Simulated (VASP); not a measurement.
# IrS (Fm-3m) in VASP: further runs

Aim: see how the results for IrS move with the level of theory and the settings. Levels: PBE, r2SCAN. Tasks: single point.

Program: VASP 6.6.1. These are calculated values, not measurements. Logs are shortened: lines on timing, memory, paths and dates and some standing lists are left out, and cuts for length are marked.

### 1 The cell of the first run

Symmetry: Fm-3m, No. 225, cubic system. Conventional cell: a = 4.934 Å, b = 4.934 Å, c = 4.934 Å, α = 90.00°, β = 90.00°, γ = 90.00°. Within 3.3 Å of Ir (site symmetry m-3m) lie 6 S at 2.47 Å. Within 3.3 Å of S (site symmetry m-3m) lie 6 Ir at 2.47 Å.

### 2 Single point, PBE (15.02 Å³/atom)

File INCAR:

```
SYSTEM = IrS
ALGO = Normal
EDIFF = 1E-6
ENCUT = 520
GGA = PE
ISIF = 2
ISMEAR = 0
LASPH = .TRUE.
LCHARG = .TRUE.
LELF = .TRUE.
LREAL = .FALSE.
LVHAR = .TRUE.
LWAVE = .FALSE.
NBANDS = 14
NELM = 80
PREC = Accurate
SIGMA = 0.05
```

File KPOINTS:

```
k-points
0
G
  6 6 6
  0 0 0
```

File POSCAR:

```
IrS
1.0
    0.0000000000      2.4672067048      2.4672067048
    2.4672067048      0.0000000000      2.4672067048
    2.4672067048      2.4672067048      0.0000000000
Ir S
1 1
Direct
    0.5000000000      0.5000000000      0.5000000000
    0.0000000000      0.0000000000      0.0000000000
```

Potentials or basis: VASP PAW PBE potentials, release 64 (Ir, S).

On the command line:

```console
$ cat potpaw_PBE.64/Ir/POTCAR potpaw_PBE.64/S/POTCAR > POTCAR
$ mpirun -np 1 vasp_std > vasp.out
```

OUTCAR:

```text
SYSTEM = IrS
   EDIFF = 1E-6
   ENCUT = 520
   GGA = PE
   ISIF = 2
   ISMEAR = 0
   LASPH = .TRUE.
   LREAL = .FALSE.
   NELM = 80
   PREC = Accurate

 ion  position               nearest neighbor table
   1  0.500  0.500  0.500-   2 2.47   2 2.47   2 2.47   2 2.47   2 2.47   2 2.47
   2  0.000  0.000  0.000-   1 2.47   1 2.47   1 2.47   1 2.47   1 2.47   1 2.47

  LATTYP: Found a face centered cubic cell.
 ALAT       =     4.9344134096

  Lattice vectors:

 A1 = (   0.0000000000,   2.4672067048,   2.4672067048)
 A2 = (   2.4672067048,   0.0000000000,   2.4672067048)
 A3 = (   2.4672067048,   2.4672067048,   0.0000000000)

Analysis of symmetry for initial positions (statically):
=====================================================================
 Subroutine PRICEL returns:
 Original cell was already a primitive cell.

 Routine SETGRP: Setting up the symmetry group for a
 face centered cubic supercell.

 Subroutine GETGRP returns: Found 48 space group operations
 (whereof 48 operations were pure point group operations)
 out of a pool of 48 trial point group operations.

The static configuration has the point symmetry O_h .

Analysis of symmetry for dynamics (positions and initial velocities):
=====================================================================
 Subroutine PRICEL returns:
 Original cell was already a primitive cell.

 Routine SETGRP: Setting up the symmetry group for a
 face centered cubic supercell.

 Subroutine GETGRP returns: Found 48 space group operations
 (whereof 48 operations were pure point group operations)
 out of a pool of 48 trial point group operations.

The dynamic configuration has the point symmetry O_h .

 Subroutine INISYM returns: Found 48 space group operations
 (whereof 48 operations are pure point group operations),
 and found     1 'primitive' translations

----------------------------------------------------------------------------------------

                                     Primitive cell

  volume of cell :      30.0363

  direct lattice vectors                    reciprocal lattice vectors
     0.000000000  2.467206705  2.467206705    -0.202658334  0.202658334  0.202658334
     2.467206705  0.000000000  2.467206705     0.202658334 -0.202658334  0.202658334
     2.467206705  2.467206705  0.000000000     0.202658334  0.202658334 -0.202658334

  length of vectors
     3.489157183  3.489157183  3.489157183     0.351014531  0.351014531  0.351014531

  position of ions in fractional coordinates (direct lattice)
     0.500000000  0.500000000  0.500000000
     0.000000000  0.000000000  0.000000000

  ion indices of the primitive-cell ions
   primitive index   ion index
                 1           1
                 2           2

----------------------------------------------------------------------------------------

 KPOINTS: k-points

Automatic generation of k-mesh.
 Grid dimensions read from file:
 generate k-points for:    6    6    6

 Generating k-lattice:

  Cartesian coordinates                     Fractional coordinates (reciprocal lattice)
    -0.033776389  0.033776389  0.033776389     0.166666667  0.000000000  0.000000000
     0.033776389 -0.033776389  0.033776389     0.000000000  0.166666667  0.000000000
     0.033776389  0.033776389 -0.033776389     0.000000000  0.000000000  0.166666667

  Length of vectors
     0.058502422  0.058502422  0.058502422

  Shift w.r.t. Gamma in fractional coordinates (k-lattice)
     0.000000000  0.000000000  0.000000000

 Subroutine IBZKPT returns following result:
 ===========================================

 Found     16 irreducible k-points:

 Following reciprocal coordinates:
            Coordinates               Weight
  0.000000  0.000000  0.000000      1.000000
  0.166667  0.000000  0.000000      8.000000
  0.333333  0.000000  0.000000      8.000000
  0.500000  0.000000  0.000000      4.000000
  0.166667  0.166667  0.000000      6.000000
  0.333333  0.166667  0.000000     24.000000
[... 8 lines left out ...]
 -0.333333  0.333333  0.166667     24.000000
 -0.333333  0.500000  0.166667     12.000000
   k-points           NKPTS =     16   k-points in BZ     NKDIM =     16   number of bands    NBANDS=     14
   number of dos      NEDOS =    301   number of ions     NIONS =      2
   total plane-waves  NPLWV =  21952
   dimension x,y,z NGX =    28 NGY =   28 NGZ =   28
   dimension x,y,z NGXF=    56 NGYF=   56 NGZF=   56
   ions per type =               1   1
   NGX,Y,Z   is equivalent  to a cutoff of  13.34, 13.34, 13.34 a.u.
   NGXF,Y,Z  is equivalent  to a cutoff of  26.68, 26.68, 26.68 a.u.
 SYSTEM =  IrS
   PREC   = accura    normal or accurate (medium, high low for compatibility)
   ISTART =      0    job   : 0-new  1-cont  2-samecut
   ICHARG =      2    charge: 1-file 2-atom 10-const
   ISPIN  =      1    spin polarized calculation?
   LNONCOLLINEAR =      F non collinear calculations
   LSORBIT =      F    spin-orbit coupling
   LASPH  =      T    aspherical Exc in radial PAW
   ENCUT  =  520.0 eV  38.22 Ry    6.18 a.u.   6.49  6.49  6.49*2*pi/ulx,y,z
   NELM   =     80;   NELMIN=  2; NELMDL= -5     # of ELM steps
   EDIFF  = 0.1E-05   stopping-criterion for ELM
   LREAL  =      F    real-space projection
   EDIFFG = 0.1E-04   stopping-criterion for IOM
   NSW    =      0    number of steps for IOM
   IBRION =     -1    ionic relax: 0-MD 1-quasi-New 2-CG
   NFREE  =      0    steps in history (QN), initial steepest desc. (CG)
   ISIF   =      2    stress and relaxation
   ISYM   =      2    0-nonsym 1-usesym 2-fastsym
   POTIM  = 0.5000    time-step for ionic-motion
   TEBEG  =    0.0;   TEEND  =   0.0 temperature during run
   PSTRESS=    0.0 pullay stress
   NELECT =      15.0000    total number of electrons
   NUPDOWN=      -1.0000    fix difference up-down
   EMIN   =  10.00;   EMAX   =-10.00  energy-range for DOS
   EFERMI =   0.00;   METHOD = LEGACY
   ISMEAR =     0;   SIGMA  =   0.05  broadening in eV -4-tet -1-fermi 0-gaus
   EFERMI_NEDOS =   21; number of points for ismear=-14 and -15
   IALGO  =     38    algorithm
   IMIX   =      4    mixing-type and parameters
     AMIX     =   0.40;   BMIX     =  1.00
     AMIX_MAG =   1.60;   BMIX_MAG =  1.00
  volume/ion in A,a.u.               =      15.02       101.35
  Fermi-wavevector in a.u.,A,eV,Ry     =   1.298842  2.454456 22.952906  1.686991
  Thomas-Fermi vector in A             =   2.430144
   LORBIT       =      0    0 simple, 1 ext, 2 COOP (PROOUT), +10 PAW based schemes
   GGA     = PE    functional components
   LHFCALC =     F    Hartree Fock is set to
   AEXX    =    0.0000 exact exchange contribution
   IVDW    =     0    specifies the selected vdW correction
   LEPSILON=     F    determine dielectric tensor
   LRPA    =     F    only Hartree local field effects (RPA)
 non-spin polarized calculation
 Gauss-broadening in eV      SIGMA  =   0.05
  energy-cutoff  :      520.00
  volume of cell :       30.04
 maximum number of plane-waves:       869
 NGX is ok and might be reduce to    28
   NGX = 13   NGY = 13   NGZ = 13

 number of electron      15.0000001 magnetization

 Free energy of the ion-electron system (eV)
  ---------------------------------------------------
  ext. energy  EPLUGINS =         0.00000000
  ---------------------------------------------------
  free energy    TOTEN  =       -12.09584687 eV

  energy without entropy =      -12.09503800  energy(sigma->0) =      -12.09544243

 E-fermi :   8.7479     XC(G=0): -12.3508

 val. band max:        8.6581754590   @ k =   0.1667   0.1667   0.0000
 cond. band min:       8.7925621604   @ k =   0.5000   0.5000   0.0000
 fundamental gap:      0.1343867014
 Fermi energy:         8.7479201508

 k-point     1 :       0.0000    0.0000    0.0000
  band No.  band energies     occupation
      1      -7.3315      2.00000
      2       5.9148      2.00000
      3       5.9148      2.00000
      4       5.9148      2.00000
      5       6.0101      2.00000
      6       6.0101      2.00000
      7       6.5686      2.00000
      8       6.5686      2.00000
      9       6.5686      2.00000
     10      11.6108      0.00000
     11      19.3430      0.00000
     12      21.4299      0.00000
     13      21.4299      0.00000
     14      21.4299      0.00000

 k-point     2 :       0.1667    0.0000    0.0000
  band No.  band energies     occupation
      1      -6.9294      2.00000
      2       3.9473      2.00000
      3       4.2920      2.00000
      4       4.2920      2.00000
      5       6.2971      2.00000
      6       6.2971      2.00000
      7       7.0367      2.00000
      8       8.8064      0.09825
      9       8.8064      0.09824
     10      13.3191      0.00000
     11      18.2189      0.00000
     12      20.1769      0.00000
     13      20.1769      0.00000
     14      21.5599      0.00000

 k-point     3 :       0.3333    0.0000    0.0000
  band No.  band energies     occupation
      1      -5.9165      2.00000
      2       1.3631      2.00000
      3       3.0561      2.00000
      4       3.0561      2.00000
      5       7.1843      2.00000
      6       7.1843      2.00000
      7       7.7038      2.00000
      8      11.4276      0.00000
      9      11.4276      0.00000
     10      13.6381      0.00000
     11      17.2299      0.00000
     12      17.2299      0.00000
     13      17.8629      0.00000
     14      22.1174      0.00000

 k-point     4 :       0.5000    0.0000    0.0000
  band No.  band energies     occupation
      1      -5.2003      2.00000
      2       0.0929      2.00000
      3       2.6339      2.00000
      4       2.6339      2.00000
      5       7.7456      2.00000
      6       7.7456      2.00000
      7       8.3480      2.00000
      8      12.1759      0.00000
      9      13.0736      0.00000
     10      13.0736      0.00000
     11      15.4046      0.00000
     12      15.4046      0.00000
     13      19.4016      0.00000
     14      21.6420      0.00000

 k-point     5 :       0.1667    0.1667    0.0000
  band No.  band energies     occupation
      1      -6.8297      2.00000
      2       3.0012      2.00000
      3       5.0548      2.00000
      4       5.0548      2.00000
      5       5.4987      2.00000
      6       6.2014      2.00000
      7       7.9173      2.00000
      8       7.9173      2.00000
      9       8.6582      1.98886
     10      14.3374      0.00000
     11      18.8225      0.00000
[... 140 lines left out ...]
 k-point    14 :       0.5000    0.3333    0.1667
  band No.  band energies     occupation
      1      -5.6074      2.00000
      2       1.4249      2.00000
      3       3.1145      2.00000
      4       3.3321      2.00000
      5       6.6727      2.00000
      6       7.6868      2.00000
      7       8.2739      2.00000
      8       8.6020      1.99996
      9      11.2726      0.00000
     10      13.8274      0.00000
     11      16.2429      0.00000
     12      17.5744      0.00000
     13      20.4407      0.00000
     14      20.9453      0.00000

 k-point    15 :      -0.3333    0.3333    0.1667
  band No.  band energies     occupation
      1      -5.3284      2.00000
      2       1.4558      2.00000
      3       2.7183      2.00000
      4       2.9877      2.00000
      5       7.3731      2.00000
      6       7.4194      2.00000
      7       8.1868      2.00000
      8       9.5605      0.00000
      9       9.7058      0.00000
     10      15.4379      0.00000
     11      15.6842      0.00000
     12      18.0504      0.00000
     13      18.7076      0.00000
     14      21.7462      0.00000

 k-point    16 :      -0.3333    0.5000    0.1667
  band No.  band energies     occupation
      1      -5.4555      2.00000
      2       2.4803      2.00000
      3       2.8387      2.00000
      4       3.1776      2.00000
      5       6.7648      2.00000
      6       7.8444      2.00000
      7       8.1210      2.00000
      8       8.3078      2.00000
      9       8.8785      0.00022
     10      13.3576      0.00000
     11      18.1558      0.00000
     12      18.4622      0.00000
     13      20.0436      0.00000
     14      23.3147      0.00000

------------------------ aborting loop because EDIFF is reached ----------------------------------------

  FORCE on cell =-STRESS in cart. coord.  units (eV):
  Direction    XX          YY          ZZ          XY          YZ          ZX
  --------------------------------------------------------------------------------------
  -------------------------------------------------------------------------------------
  Total        0.2861321      0.2861321      0.2861321      0.0000000      0.0000000      0.0000000
  in kB       15.2626698     15.2626698     15.2626698      0.0000000      0.0000000      0.0000000
  external PRESSURE =      15.2626698 kB  Pullay stress =       0.0000000 kB

 VOLUME and BASIS-vectors are now :
 -----------------------------------------------------------------------------
  energy-cutoff  :      520.00
  volume of cell :       30.04
      direct lattice vectors                 reciprocal lattice vectors
     0.000000000  2.467206705  2.467206705    -0.202658334  0.202658334  0.202658334
     2.467206705  0.000000000  2.467206705     0.202658334 -0.202658334  0.202658334
     2.467206705  2.467206705  0.000000000     0.202658334  0.202658334 -0.202658334

 POSITION                                       TOTAL-FORCE (eV/Angst)
 -----------------------------------------------------------------------------------
      2.46721      2.46721      2.46721         0.000000     -0.000000      0.000000
      0.00000      0.00000      0.00000        -0.000000      0.000000     -0.000000
 -----------------------------------------------------------------------------------
    total drift:                                0.000000      0.000000      0.000000

  FREE ENERGIE OF THE ION-ELECTRON SYSTEM (eV)
  ---------------------------------------------------
  free  energy   TOTEN  =       -12.0958468652 eV

  energy  without entropy=      -12.0950380009  energy(sigma->0) =      -12.09544243
```

It took 15 s on 1 thread of Intel Xeon 8259CL, shared host; peak memory 0.16 GiB.

Results:

* Free energy: -12.0958 eV
* Pressure: 1.5 GPa
* Band gap on the k mesh: zero (an odd number of electrons rules out a gap without spin polarisation)

Levels at points of the mesh, in eV from the Fermi level:
```
           k point  band 5  band 6  band 7  band 8  band 9  band 10  band 11  band 12
(0.00, 0.00, 0.00)   -2.74   -2.74   -2.18   -2.18   -2.18     2.86    10.60    12.68
(0.50, 0.00, 0.00)   -1.00   -1.00   -0.40    3.43    4.33     4.33     6.66     6.66
(0.50, 0.50, 0.00)   -3.80   -1.92   -0.44   -0.44    0.04     1.71    10.46    11.79
```

Caveat: the k points lie up to 0.37 Å⁻¹ apart, too coarse for converged energies and pressures of a metal; spin-orbit coupling is left out, which moves the levels of the heavy elements.

(Continued in part 2 of 2.)
